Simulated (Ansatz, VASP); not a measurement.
**BaTiO3: VASP beside Ansatz**

Contents of INCAR:

```
ALGO = Normal
EDIFF = 1E-8
ENCUT = 520
GGA = PE
GGA_COMPAT = False
ISIF = 2
ISMEAR = -1
LASPH = True
LCHARG = False
LEFG = True
LREAL = False
LWAVE = False
NBANDS = 28
NELM = 120
PREC = Accurate
SIGMA = 0.05
```

The input KPOINTS:

```
k-points
0
Gamma
  8 8 8
```

The input POSCAR:

```
BaTiO3
1.0
    3.8870810000      0.0000000000      0.0000000000
    0.0000000000      3.8870810000      0.0000000000
    0.0000000000      0.0000000000      4.0073000000
Ba Ti O
1 1 3
Direct
    0.5000000000      0.5000000000      0.5000000000
    0.0000000000      0.0000000000      0.0000000000
    0.5000000000      0.0000000000      0.0000000000
    0.0000000000      0.5000000000      0.0000000000
    0.0000000000      0.0000000000      0.5000000000
```

Input for Ansatz:

```yaml
crystal:
  lattice:
    - [3.887081, 0.0, 0.0]
    - [0.0, 3.887081, 0.0]
    - [0.0, 0.0, 4.0073]
  atoms:
    - { symbol: Ba, position: [0.5, 0.5, 0.5] }
    - { symbol: Ti, position: [0.0, 0.0, 0.0] }
    - { symbol: O, position: [0.5, 0.0, 0.0] }
    - { symbol: O, position: [0.0, 0.5, 0.0] }
    - { symbol: O, position: [0.0, 0.0, 0.5] }
kpoints:
  mp_grid: { grid: [8, 8, 8] }
scf:
  occupations: { method: fermi_dirac, width: 0.05 }
hamiltonian:
  xc: pbe
  pseudopotentials: { kind: all_electron, datasets: crystal }
output:
  forces: true
  stress: true
  eigenvalues: true
  efg: { contact_densities: true }
```

Change from the starting cell: equal xx and yy strain of -3 %, crystal datasets.

Alike in both runs: task electric field gradients; functional PBE; k mesh 8 × 8 × 8; occupations fermi-dirac, width 0.05 eV; no spin polarisation.

```csv
,VASP,Ansatz
version,VASP 6.6.1,Ansatz 0.2.0
potentials or method,"VASP PAW PBE potentials, release 64 (Ba_sv, Ti_sv, O), cutoff 520 eV","all-electron PAW with datasets made for the crystal, scalar-relativistic"
```

|  | VASP | Ansatz | Ansatz less VASP |
| --- | --- | --- | --- |
| gap on the k mesh at the Fermi level (eV) | 1.79 | 1.85 | +0.064 |
| pressure (GPa) | 15.8 | 13.6 | -2.21 |
| traceless stress, the component that is largest in VASP (GPa) | -5.04 | -4.86 | +0.176 |
| size of Vzz on the site where it differs most (V/Å²) | 7.5 | 6.6 | -0.90 |

Ansatz ran all-electron here, and VASP with PAW potentials.

Spin-orbit coupling is off throughout.
